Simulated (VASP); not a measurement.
Runs of VASP 6.6.1 on Ti. The structure is that of space group P6_3/mmc (No. 194), or close to it. The cells are those of the table. 

```tsv
cell	gap on the mesh (eV)	pressure (GPa)
a = 3.072, b = 3.072, c = 5.010 Å, angles 90.0, 90.0, 120.0°, 2 atoms	none	(b)
a = 3.140, b = 3.141, c = 4.267 Å, angles 90.0, 90.0, 120.0°, 2 atoms	none	-4.8
a = 3.072, b = 3.072, c = 4.824 Å, angles 90.0, 90.0, 120.0°, 2 atoms	none	-11.9
a = 3.004, b = 3.004, c = 5.195 Å, angles 90.0, 90.0, 120.0°, 2 atoms	none	(c)
a = 3.140, b = 3.141, c = 4.638 Å, angles 90.0, 90.0, 120.0°, 2 atoms	none	(a)
a = 3.072, b = 3.072, c = 4.453 Å, angles 90.0, 90.0, 120.0°, 2 atoms	none	-5.0
a = 2.935, b = 2.935, c = 5.010 Å, angles 90.0, 90.0, 120.0°, 2 atoms	none	-7.5
a = 2.867, b = 2.867, c = 5.195 Å, angles 90.0, 90.0, 120.0°, 2 atoms	none	-6.3
a = 3.004, b = 3.004, c = 4.824 Å, angles 90.0, 90.0, 120.0°, 2 atoms	none	-8.3
```

Alike in all rows: task single point; level r2SCAN; potentials or basis VASP PAW PBE potentials, release 64 (Ti_sv); no spin polarisation; k mesh 18 × 18 × 10; cutoff (eV) 520; smearing methfessel-paxton 0.05 eV.

**Question.** Fill in the values left out.

**Answer.** (a) -12.1; (b) -14.4; (c) -13.7.

Caveats: the PAW data sets were made with another functional, which shifts forces and pressure a little; the cell stands under tension (at least some runs); the stress differs along the axes, from -9 to 4 GPa (at least some runs); the stress differs along the axes, from -20 to -11 GPa (at least some runs); the stress differs along the axes, from -14 to -8 GPa (at least some runs); the stress differs along the axes, from -8 to 1 GPa (at least some runs); the stress differs along the axes, from -13 to -5 GPa (at least some runs).

A gap of «none» marks levels without a gap at the run's occupations.
